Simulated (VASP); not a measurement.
# CdSe (F-43m) in VASP: a series of runs, part 2 of 2

VASP 6.6.1. Earlier steps stand in the parts before.

### Step 5. Single point, PBE

This run uses another cell than the first one, of 28.94 Å³/atom, 1.087 times its volume.

INCAR reads:

```
SYSTEM = CdSe
ALGO = Normal
EDIFF = 1E-7
ENCUT = 520
GGA = PE
ISIF = 2
ISMEAR = 0
LASPH = .True.
LCHARG = .False.
LREAL = .False.
LWAVE = .False.
NBANDS = 16
NELM = 80
PREC = Accurate
SIGMA = 0.01
```

KPOINTS reads:

```
k-points
0
Gamma
  6 6 6
  0 0 0
```

POSCAR reads:

```
CdSe
1.0
    0.0000000000      3.0702712000      3.0702712000
    3.0702712000      0.0000000000      3.0702712000
    3.0702712000      3.0702712000      0.0000000000
Cd Se
1 1
Direct
    0.0000000000      0.0000000000      0.0000000000
    0.7500000000      0.7500000000      0.7500000000
```

Potentials or basis: VASP PAW PBE potentials, release 64 (Cd, Se).

Started as:

```bash
$ cat potpaw_PBE.64/Cd/POTCAR potpaw_PBE.64/Se/POTCAR > POTCAR
$ mpirun -np 1 vasp_std > vasp.out
```

OUTCAR:

```text
SYSTEM = CdSe
   EDIFF = 1E-7
   ENCUT = 520
   GGA = PE
   ISIF = 2
   ISMEAR = 0
   LASPH = .True.
   LREAL = .False.
   NELM = 80
   PREC = Accurate

 ion  position               nearest neighbor table
   1  0.000  0.000  0.000-   2 2.66   2 2.66   2 2.66   2 2.66
   2  0.750  0.750  0.750-   1 2.66   1 2.66   1 2.66   1 2.66

  LATTYP: Found a face centered cubic cell.
 ALAT       =     6.1405424000

  Lattice vectors:

 A1 = (   0.0000000000,   3.0702712000,   3.0702712000)
 A2 = (   3.0702712000,   0.0000000000,   3.0702712000)
 A3 = (   3.0702712000,   3.0702712000,   0.0000000000)

Analysis of symmetry for initial positions (statically):
=====================================================================
 Subroutine PRICEL returns:
 Original cell was already a primitive cell.

 Routine SETGRP: Setting up the symmetry group for a
 face centered cubic supercell.

 Subroutine GETGRP returns: Found 24 space group operations
 (whereof 24 operations were pure point group operations)
 out of a pool of 48 trial point group operations.

The static configuration has the point symmetry T_d .

Analysis of symmetry for dynamics (positions and initial velocities):
[... 151 lines left out ...]

 val. band max:        0.7223441187   @ k =   0.0000   0.0000   0.0000
 cond. band min:       1.2702908807   @ k =   0.0000   0.0000   0.0000
 fundamental gap:      0.5479467620
 Fermi energy:         0.7718908418

 k-point     1 :       0.0000    0.0000    0.0000
  band No.  band energies     occupation
      1     -11.7141      2.00000
      2      -7.1232      2.00000
      3      -7.1232      2.00000
      4      -7.1232      2.00000
      5      -6.7791      2.00000
      6      -6.7791      2.00000
[... 281 lines left out ...]
      3      -6.9330      2.00000
      4      -6.8364      2.00000
      5      -6.7533      2.00000
      6      -6.3569      2.00000
[... 8 lines left out ...]
     15      13.4475      0.00000
     16      13.5581      0.00000

------------------------ aborting loop because EDIFF is reached ----------------------------------------

  FORCE on cell =-STRESS in cart. coord.  units (eV):
  Direction    XX          YY          ZZ          XY          YZ          ZX
  --------------------------------------------------------------------------------------
  -------------------------------------------------------------------------------------
  Total        0.5690902      0.5690902      0.5690902      0.0000000     -0.0000000     -0.0000000
  in kB       15.7518462     15.7518462     15.7518462      0.0000000     -0.0000000     -0.0000000
  external PRESSURE =      15.7518462 kB  Pullay stress =       0.0000000 kB

 VOLUME and BASIS-vectors are now :
 -----------------------------------------------------------------------------
  energy-cutoff  :      520.00
  volume of cell :       57.88
      direct lattice vectors                 reciprocal lattice vectors
     0.000000000  3.070271200  3.070271200    -0.162852063  0.162852063  0.162852063
     3.070271200  0.000000000  3.070271200     0.162852063 -0.162852063  0.162852063
     3.070271200  3.070271200  0.000000000     0.162852063  0.162852063 -0.162852063

 POSITION                                       TOTAL-FORCE (eV/Angst)
 -----------------------------------------------------------------------------------
      0.00000      0.00000      0.00000        -0.000000      0.000000      0.000000
      4.60541      4.60541      4.60541         0.000000     -0.000000     -0.000000
 -----------------------------------------------------------------------------------
    total drift:                                0.000001      0.000001      0.000000

  FREE ENERGIE OF THE ION-ELECTRON SYSTEM (eV)
  ---------------------------------------------------
  free  energy   TOTEN  =        -5.4865472098 eV

  energy  without entropy=       -5.4865472098  energy(sigma->0) =       -5.48654721
```

OSZICAR:

```text
N       E                     dE             d eps       ncg     rms          rms(c)
DAV:   1     0.104879127820E+03    0.10488E+03   -0.86911E+03   520   0.100E+03
DAV:   2    -0.197686428327E+01   -0.10686E+03   -0.10087E+03   640   0.244E+02
DAV:   3    -0.585162427893E+01   -0.38748E+01   -0.38700E+01   592   0.486E+01
DAV:   4    -0.586767601442E+01   -0.16052E-01   -0.16051E-01   688   0.312E+00
DAV:   5    -0.586777873314E+01   -0.10272E-03   -0.10272E-03   592   0.216E-01    0.586E+00
DAV:   6    -0.550694171304E+01    0.36084E+00   -0.54669E-01   720   0.868E+00    0.469E+00
DAV:   7    -0.548526390271E+01    0.21678E-01   -0.14095E-01   584   0.249E+00    0.204E+00
DAV:   8    -0.548622029854E+01   -0.95640E-03   -0.13087E-02   552   0.137E+00    0.247E-01
DAV:   9    -0.548642634756E+01   -0.20605E-03   -0.13919E-03   592   0.470E-01    0.468E-02
DAV:  10    -0.548649586221E+01   -0.69515E-04   -0.15280E-04   648   0.152E-01    0.436E-02
DAV:  11    -0.548654677624E+01   -0.50914E-04   -0.83429E-05   584   0.572E-02    0.164E-02
DAV:  12    -0.548654658400E+01    0.19224E-06   -0.17524E-06   624   0.156E-02    0.631E-03
DAV:  13    -0.548654723275E+01   -0.64875E-06   -0.17635E-06   592   0.680E-03    0.288E-03
DAV:  14    -0.548654720980E+01    0.22959E-07   -0.54805E-08   504   0.186E-03
   1 F= -.54865472E+01 E0= -.54865472E+01  d E =-.170872E-14
```

stdout:

```text
POSCAR found type information on POSCAR CdSe
 POSCAR found :  2 types and       2 ions
 scaLAPACK will be used
 LDA part: xc-table for (Slater+PW92), standard interpolation
 POSCAR, INCAR and KPOINTS ok, starting setup
 FFT: planning ... GRIDC
 FFT: planning ... GRID_SOFT
 FFT: planning ... GRID
 WAVECAR not read
 entering main loop
```

Wall time 11 s (1 thread of Intel Xeon Platinum 8488C (Sapphire Rapids), shared host); peak memory 0.18 GiB.

What came out:

```yaml
Free_energy: -5.4865 eV
Pressure: 1.6 GPa
Band_gap_on_the_k_mesh: 0.55 eV, direct
```

### Step 6. Single point, PBE

This run uses another cell than the first one, of 29.71 Å³/atom, 1.116 times its volume.

INCAR reads:

```
SYSTEM = CdSe
ALGO = Normal ; EDIFF = 1E-6
ENCUT = 520 ; GGA = PE
ISIF = 2 ; ISMEAR = 0
LASPH = .TRUE. ; LCHARG = .FALSE.
LREAL = .FALSE. ; LWAVE = .FALSE.
NBANDS = 16 ; NELM = 100
PREC = Accurate ; SIGMA = 0.01
```

KPOINTS reads:

```
k-points
0
G
  6 6 6
  0 0 0
```

POSCAR reads:

```
CdSe
1.0
    0.0000000000      3.0973234415      3.0973234415
    3.0973234415      0.0000000000      3.0973234415
    3.0973234415      3.0973234415      0.0000000000
Cd Se
1 1
Direct
    0.0000000000      0.0000000000      0.0000000000
    0.7500000000      0.7500000000      0.7500000000
```

Potentials or basis: VASP PAW PBE potentials, release 64 (Cd, Se).

Started as:

```bash
$ cat potpaw_PBE.64/Cd/POTCAR potpaw_PBE.64/Se/POTCAR > POTCAR
$ mpirun -np 1 vasp_std > vasp.out
```

OUTCAR:

```text
SYSTEM = CdSe
   EDIFF = 1E-6
   ENCUT = 520
   GGA = PE
   ISIF = 2
   ISMEAR = 0
   LASPH = .TRUE.
   LREAL = .FALSE.
   NELM = 100
   PREC = Accurate

 ion  position               nearest neighbor table
   1  0.000  0.000  0.000-   2 2.68   2 2.68   2 2.68   2 2.68
   2  0.750  0.750  0.750-   1 2.68   1 2.68   1 2.68   1 2.68

  LATTYP: Found a face centered cubic cell.
 ALAT       =     6.1946468830

  Lattice vectors:

 A1 = (   0.0000000000,   3.0973234415,   3.0973234415)
 A2 = (   3.0973234415,   0.0000000000,   3.0973234415)
 A3 = (   3.0973234415,   3.0973234415,   0.0000000000)

Analysis of symmetry for initial positions (statically):
=====================================================================
 Subroutine PRICEL returns:
 Original cell was already a primitive cell.

 Routine SETGRP: Setting up the symmetry group for a
 face centered cubic supercell.

 Subroutine GETGRP returns: Found 24 space group operations
 (whereof 24 operations were pure point group operations)
 out of a pool of 48 trial point group operations.

The static configuration has the point symmetry T_d .

Analysis of symmetry for dynamics (positions and initial velocities):
=====================================================================
 Subroutine PRICEL returns:
 Original cell was already a primitive cell.

 Routine SETGRP: Setting up the symmetry group for a
 face centered cubic supercell.

 Subroutine GETGRP returns: Found 24 space group operations
 (whereof 24 operations were pure point group operations)
 out of a pool of 48 trial point group operations.

The dynamic configuration has the point symmetry T_d .

 Subroutine INISYM returns: Found 24 space group operations
 (whereof 24 operations are pure point group operations),
 and found     1 'primitive' translations

----------------------------------------------------------------------------------------

[... 102 lines left out ...]
     AMIX     =   0.40;   BMIX     =  1.00
     AMIX_MAG =   1.60;   BMIX_MAG =  1.00
  volume/ion in A,a.u.               =      29.71       200.52
  Fermi-wavevector in a.u.,A,eV,Ry     =   1.099434  2.077629 16.446108  1.208755
  Thomas-Fermi vector in A             =   2.235828
   LORBIT       =      0    0 simple, 1 ext, 2 COOP (PROOUT), +10 PAW based schemes
   GGA     = PE    functional components
   LHFCALC =     F    Hartree Fock is set to
   AEXX    =    0.0000 exact exchange contribution
   IVDW    =     0    specifies the selected vdW correction
   LEPSILON=     F    determine dielectric tensor
   LRPA    =     F    only Hartree local field effects (RPA)
 non-spin polarized calculation
 Gauss-broadening in eV      SIGMA  =   0.01
  energy-cutoff  :      520.00
  volume of cell :       59.43
 maximum number of plane-waves:      1639
 NGX is ok and might be reduce to    36
   NGX = 17   NGY = 17   NGZ = 17

 number of electron      18.0000000 magnetization

 Free energy of the ion-electron system (eV)
  ---------------------------------------------------
  ext. energy  EPLUGINS =         0.00000000
  ---------------------------------------------------
  free energy    TOTEN  =        -5.49539004 eV

  energy without entropy =       -5.49539004  energy(sigma->0) =       -5.49539004

 E-fermi :   0.5656     XC(G=0):  -8.6370

 val. band max:        0.5242819365   @ k =   0.0000   0.0000   0.0000
 cond. band min:       1.0170088501   @ k =   0.0000   0.0000   0.0000
 fundamental gap:      0.4927269136
 Fermi energy:         0.5655855576

 k-point     1 :       0.0000    0.0000    0.0000
  band No.  band energies     occupation
      1     -11.7758      2.00000
      2      -7.2442      2.00000
      3      -7.2442      2.00000
      4      -7.2442      2.00000
      5      -6.9262      2.00000
      6      -6.9262      2.00000
[... 281 lines left out ...]
      3      -7.0690      2.00000
      4      -6.9786      2.00000
      5      -6.9020      2.00000
      6      -6.5340      2.00000
[... 8 lines left out ...]
     15      13.1425      0.00000
     16      13.2506      0.00000

------------------------ aborting loop because EDIFF is reached ----------------------------------------

  FORCE on cell =-STRESS in cart. coord.  units (eV):
  Direction    XX          YY          ZZ          XY          YZ          ZX
  --------------------------------------------------------------------------------------
  -------------------------------------------------------------------------------------
  Total        0.1065575      0.1065575      0.1065575      0.0000000     -0.0000000      0.0000000
  in kB        2.8727979      2.8727979      2.8727979      0.0000000     -0.0000000      0.0000000
  external PRESSURE =       2.8727979 kB  Pullay stress =       0.0000000 kB

 VOLUME and BASIS-vectors are now :
 -----------------------------------------------------------------------------
  energy-cutoff  :      520.00
  volume of cell :       59.43
      direct lattice vectors                 reciprocal lattice vectors
     0.000000000  3.097323441  3.097323441    -0.161429702  0.161429702  0.161429702
     3.097323441  0.000000000  3.097323441     0.161429702 -0.161429702  0.161429702
     3.097323441  3.097323441  0.000000000     0.161429702  0.161429702 -0.161429702

 POSITION                                       TOTAL-FORCE (eV/Angst)
 -----------------------------------------------------------------------------------
      0.00000      0.00000      0.00000        -0.000000     -0.000000     -0.000000
      4.64599      4.64599      4.64599         0.000000      0.000000      0.000000
 -----------------------------------------------------------------------------------
    total drift:                                0.000000      0.000000      0.000000

  FREE ENERGIE OF THE ION-ELECTRON SYSTEM (eV)
  ---------------------------------------------------
  free  energy   TOTEN  =        -5.4953900434 eV

  energy  without entropy=       -5.4953900434  energy(sigma->0) =       -5.49539004
```

It took 14 s on 1 thread of Intel Xeon Platinum 8488C (Sapphire Rapids), shared host; peak memory 0.2 GiB.

Results:

- Free energy: -5.4954 eV
- Pressure: 0.3 GPa
- Band gap on the k mesh: 0.49 eV, direct

### Step 7. Overview

```tsv
cell	gap on the mesh (eV)	pressure (GPa)
a = 4.223 Å, angles 60.0°, 2 atoms	0.72	6.8
a = 4.263 Å, angles 60.0°, 2 atoms	0.66	4.8
a = 4.303 Å, angles 60.0°, 2 atoms	0.60	3.1
a = 4.342 Å, angles 60.0°, 2 atoms	0.55	1.6
a = 4.380 Å, angles 60.0°, 2 atoms	0.49	0.3
```

Alike in all rows: task single point; level PBE; potentials or basis VASP PAW PBE potentials, release 64 (Cd, Se); no spin polarisation; k mesh 6 × 6 × 6; cutoff (eV) 520; smearing gaussian 0.01 eV.

Total energies depend on the potentials used, so only differences within one code and one set of settings carry meaning.
